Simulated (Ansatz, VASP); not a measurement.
## Ga: VASP beside Ansatz

INCAR

```
SYSTEM = Ga
ALGO = Fast
EDIFF = 1E-6
ENCUT = 520
GGA = PE
ISIF = 2
ISMEAR = 0
LASPH = .True.
LCHARG = .False.
LREAL = .False.
LWAVE = .False.
NBANDS = 34
NELM = 80
PREC = Accurate
SIGMA = 0.1
```

KPOINTS

```
k-points
0
Gamma
  10 10 10
  0 0 0
```

The input POSCAR:

```
Ga
1.0
    3.8404690627     -2.3703701855      0.0000000000
    3.8404690627      2.3703701855      0.0000000000
    0.0000000000      0.0000000000      4.5938626166
Ga
4
Direct
    1.0043838286      0.3591414981      0.2500000000
    0.3591414981      1.0043838286      0.7500000000
   -0.0043838286      0.6408585019      0.7500000000
    0.6408585019     -0.0043838286      0.2500000000
```

Input for Ansatz:

```yaml
crystal:
  lattice:
    - [3.8404690627, -2.3703701855, 0.0]
    - [3.8404690627, 2.3703701855, 0.0]
    - [0.0, 0.0, 4.5938626166]
  atoms:
    - { symbol: Ga, position: [1.0043838286, 0.3591414981, 0.25] }
    - { symbol: Ga, position: [0.3591414981, 1.0043838286, 0.75] }
    - { symbol: Ga, position: [-0.0043838286, 0.6408585019, 0.75] }
    - { symbol: Ga, position: [0.6408585019, -0.0043838286, 0.25] }
basis:
  ecutwfc: 420
kpoints:
  mp_grid: { grid: [10, 10, 10] }
hamiltonian:
  xc: pbe
scf:
  occupations: { method: gaussian, width: 0.1 }
output:
  forces: true
  stress: true
  eigenvalues: true
```

Alike in both runs: task single point; functional PBE; k mesh 10 × 10 × 10; occupations gaussian, width 0.1 eV; no spin polarisation.

```csv
,VASP,Ansatz
version,VASP 6.6.1,Ansatz 0.2.0
potentials or method,"VASP PAW PBE potentials, release 64 (Ga_d), cutoff 520 eV","scalar-relativistic, plane waves, PAW"
valence electrons in the cell,52,52
```

```tsv
	VASP	Ansatz	Ansatz less VASP
gap on the k mesh at the Fermi level (eV)	none	none	-
pressure (GPa)	3.0	2.9	-0.16
traceless stress, the component that is largest in VASP (GPa)	-5.87	-5.82	+0.045
rms of the force components (eV/Å)	0.734	0.729	-0.0050
```

Atom by atom the forces differ by 0.005 eV/Å (rms over components). A gap of «none» marks a metal or a gap that the smearing closes.
